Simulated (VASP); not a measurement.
# Zr2Ge (Cmmm) in VASP: a series of runs, part 2 of 2

VASP 6.6.1. The steps go on from the part before.

**5. Single point, PBE**

This run uses another cell than the first one, of 20.13 Å³/atom, 0.848 times its volume.

Contents of INCAR:

```
SYSTEM = Zr2Ge
  ALGO = Fast
  EDIFF = 1E-6
  ENCUT = 520
  GGA = PE
  ISIF = 2
  ISMEAR = 0
  LASPH = .TRUE.
  LCHARG = .TRUE.
  LELF = .TRUE.
  LREAL = .FALSE.
  LVHAR = .TRUE.
  LWAVE = .FALSE.
  NBANDS = 26
  NELM = 60
  PREC = Accurate
  SIGMA = 0.1
```

Contents of KPOINTS:

```
k-points
0
G
  12 12 16
  0 0 0
```

Contents of POSCAR:

```
Zr2Ge
1.0
    2.4998366525     -4.1116077724      0.0000000000
    2.4998366525      4.1116077724      0.0000000000
    0.0000000000      0.0000000000      2.9383735172
Zr Ge
2 1
Direct
    0.3195965931      0.6804034069      0.0000000000
    0.6804034069      0.3195965931      0.0000000000
    0.0000000000      0.0000000000      0.5000000000
```

Potentials or basis: VASP PAW PBE potentials, release 64 (Zr_sv, Ge_d).

Run with:

```sh
$ cat potpaw_PBE.64/Zr_sv/POTCAR potpaw_PBE.64/Ge_d/POTCAR > POTCAR
$ mpirun -np 1 vasp_std > vasp.out
```

OUTCAR:

```text
SYSTEM = Zr2Ge
   EDIFF = 1E-6
   ENCUT = 520
   GGA = PE
   ISIF = 2
   ISMEAR = 0
   LASPH = .TRUE.
   LREAL = .FALSE.
   NELM = 60
   PREC = Accurate

 ion  position               nearest neighbor table
   1  0.320  0.680  0.000-   2 2.75   2 2.75   2 2.97   3 3.01   3 3.01   3 3.26   3 3.26   3 3.26
                             3 3.26
   2  0.680  0.320  0.000-   1 2.75   1 2.75   1 2.97   3 3.01   3 3.01   3 3.26   3 3.26   3 3.26
                             3 3.26
   3  0.000  0.000  0.500-   1 3.01   2 3.01   1 3.01   2 3.01   2 3.26   2 3.26   1 3.26   1 3.26
                             2 3.26   2 3.26   1 3.26   1 3.26

  LATTYP: Found a base centered orthorhombic cell.
 ALAT       =     4.9996733050
 B/A-ratio  =     1.6447505753
 C/A-ratio  =     0.5877131040

  Lattice vectors:

 A1 = (   2.4998366525,  -4.1116077724,   0.0000000000)
 A2 = (   2.4998366525,   4.1116077724,   0.0000000000)
 A3 = (   0.0000000000,   0.0000000000,   2.9383735172)

Analysis of symmetry for initial positions (statically):
=====================================================================
 Subroutine PRICEL returns:
 Original cell was already a primitive cell.

 Routine SETGRP: Setting up the symmetry group for a
 base centered orthorhombic supercell.

 Subroutine GETGRP returns: Found  8 space group operations
 (whereof  8 operations were pure point group operations)
 out of a pool of  8 trial point group operations.

The static configuration has the point symmetry D_2h.

Analysis of symmetry for dynamics (positions and initial velocities):
=====================================================================
 Subroutine PRICEL returns:
 Original cell was already a primitive cell.

 Routine SETGRP: Setting up the symmetry group for a
 base centered orthorhombic supercell.

 Subroutine GETGRP returns: Found  8 space group operations
 (whereof  8 operations were pure point group operations)
 out of a pool of  8 trial point group operations.

[... 115 lines left out ...]
   EMIN   =  10.00;   EMAX   =-10.00  energy-range for DOS
   EFERMI =   0.00;   METHOD = LEGACY
   ISMEAR =     0;   SIGMA  =   0.10  broadening in eV -4-tet -1-fermi 0-gaus
   EFERMI_NEDOS =   21; number of points for ismear=-14 and -15
   IALGO  =     68    algorithm
   IMIX   =      4    mixing-type and parameters
     AMIX     =   0.40;   BMIX     =  1.00
     AMIX_MAG =   1.60;   BMIX_MAG =  1.00
  volume/ion in A,a.u.               =      20.13       135.87
  Fermi-wavevector in a.u.,A,eV,Ry     =   1.402757  2.650827 26.772572  1.967729
  Thomas-Fermi vector in A             =   2.525487
   LORBIT       =      0    0 simple, 1 ext, 2 COOP (PROOUT), +10 PAW based schemes
   GGA     = PE    functional components
   LHFCALC =     F    Hartree Fock is set to
   AEXX    =    0.0000 exact exchange contribution
   IVDW    =     0    specifies the selected vdW correction
   LEPSILON=     F    determine dielectric tensor
   LRPA    =     F    only Hartree local field effects (RPA)
 non-spin polarized calculation
 RMM-DIIS sequential band-by-band and
 Gauss-broadening in eV      SIGMA  =   0.10
  energy-cutoff  :      520.00
  volume of cell :       60.40
 maximum number of plane-waves:      1653
   NGX = 17   NGY = 17   NGZ = 11

 number of electron      38.0000000 magnetization

 Free energy of the ion-electron system (eV)
  ---------------------------------------------------
  ext. energy  EPLUGINS =         0.00000000
  ---------------------------------------------------
  free energy    TOTEN  =       -21.44070003 eV

  energy without entropy =      -21.42970771  energy(sigma->0) =      -21.43520387

 E-fermi :   9.2705     XC(G=0): -11.4927

 val. band max:        9.2699199175   @ k =   0.4167   0.0833   0.5000
 cond. band min:       9.2716163740   @ k =   0.4167   0.1667   0.4375
 fundamental gap:      0.0016964564
 Fermi energy:         9.2705147897

 k-point     1 :       0.0000    0.0000    0.0000
  band No.  band energies     occupation
      1     -39.4613      2.00000
      2     -39.1441      2.00000
      3     -18.1846      2.00000
      4     -17.7712      2.00000
      5     -17.1396      2.00000
      6     -16.9433      2.00000
[... 685 lines left out ...]
     25      13.4494      0.00000
     26      14.3133      0.00000

 [... further k-points ...]
[... 5 lines left out ...]
  --------------------------------------------------------------------------------------
  -------------------------------------------------------------------------------------
  Total       -0.0470345     -0.0560669     -0.0678736      0.0000000      0.0000000      0.0000000
  in kB       -1.2475766     -1.4871573     -1.8003262      0.0000000      0.0000000      0.0000000
  external PRESSURE =      -1.5116867 kB  Pullay stress =       0.0000000 kB

 VOLUME and BASIS-vectors are now :
 -----------------------------------------------------------------------------
  energy-cutoff  :      520.00
  volume of cell :       60.40
      direct lattice vectors                 reciprocal lattice vectors
     2.499836652 -4.111607772  0.000000000     0.200013069 -0.121606930  0.000000000
     2.499836652  4.111607772  0.000000000     0.200013069  0.121606930  0.000000000
     0.000000000  0.000000000  2.938373517     0.000000000  0.000000000  0.340324330

 POSITION                                       TOTAL-FORCE (eV/Angst)
 -----------------------------------------------------------------------------------
      2.49984      1.48350      0.00000         0.000000     -0.003331      0.000000
      2.49984     -1.48350      0.00000         0.000000      0.003331      0.000000
      0.00000      0.00000      1.46919         0.000000     -0.000000      0.000000
 -----------------------------------------------------------------------------------
    total drift:                                0.000000      0.000000      0.000000

  FREE ENERGIE OF THE ION-ELECTRON SYSTEM (eV)
  ---------------------------------------------------
  free  energy   TOTEN  =       -21.4407000336 eV

  energy  without entropy=      -21.4297077091  energy(sigma->0) =      -21.43520387
```

OSZICAR:

```text
N       E                     dE             d eps       ncg     rms          rms(c)
DAV:   1     0.403485396343E+03    0.40349E+03   -0.19622E+04 24372   0.284E+03
DAV:   2     0.286099411408E+02   -0.37488E+03   -0.36482E+03 21808   0.708E+02
DAV:   3    -0.185237078284E+02   -0.47134E+02   -0.46139E+02 30078   0.156E+02
DAV:   4    -0.218713047521E+02   -0.33476E+01   -0.32934E+01 29978   0.356E+01
[... 50 lines left out ...]
RMM:  55    -0.214407125698E+02    0.23490E-05   -0.10975E-05 21812   0.151E-02    0.863E-02
RMM:  56    -0.214407068189E+02    0.57509E-05   -0.13463E-05 25714   0.205E-02    0.742E-02
RMM:  57    -0.214407014189E+02    0.54000E-05   -0.11497E-05 26633   0.209E-02    0.612E-02
RMM:  58    -0.214407001721E+02    0.12468E-05   -0.84710E-06 21177   0.174E-02    0.552E-02
RMM:  59    -0.214407000336E+02    0.13850E-06   -0.69806E-06 19785   0.149E-02
   1 F= -.21440700E+02 E0= -.21435204E+02  d E =-.109923E-01
```

Run time: 29 min. Hardware: 1 thread of Intel Xeon Platinum 8259CL at 2.50GHz (Skylake/Cascade Lake), shared host; peak memory 0.62 GiB.

What came out:

- Free energy: -21.4407 eV
- Pressure: -0.2 GPa
- Largest force: 0.003 eV/Å
- Band gap on the k mesh: zero (band 19 reaches 9.85 eV, above the bottom of band 20 at 8.53 eV)

Forces on the atoms (eV/Å):
```
Zr   0.000 -0.003  0.000
Zr   0.000  0.003  0.000
Ge   0.000  0.000  0.000
```

**6. Summary**

| task | spin | cell | k mesh | cutoff (eV) | gap on the mesh (eV) | pressure (GPa) | largest force (eV/Å) |
| --- | --- | --- | --- | --- | --- | --- | --- |
| single point | off | a = 4.510, b = 4.510, c = 3.611 Å, angles 90.0, 90.0, 104.2°, 3 atoms | 4 × 4 × 6 | 520 | none | 0.0 | - |
| relaxation of cell and atoms | off | relaxed from a = 4.492, b = 4.492, c = 3.633 Å, angles 90.0, 90.0, 104.2°, 3 atoms | 4 × 4 × 6 | 600 | none | -0.1 | 0.04 |
| single point | collinear, ferromagnetic start | a = 4.510, b = 4.510, c = 3.611 Å, angles 90.0, 90.0, 104.2°, 3 atoms | 4 × 4 × 6 | 520 | none | 0.0 | 0.02 |
| single point | off | a = 4.812, b = 4.812, c = 2.938 Å, angles 90.0, 90.0, 117.4°, 3 atoms | 12 × 12 × 16 | 520 | none | -0.2 | - |

Alike in all rows: level PBE; potentials or basis VASP PAW PBE potentials, release 64 (Zr_sv, Ge_d); smearing gaussian 0.1 eV.

Caveats: some runs use coarse meshes.

Absolute energies hang on the potentials; compare differences alone.
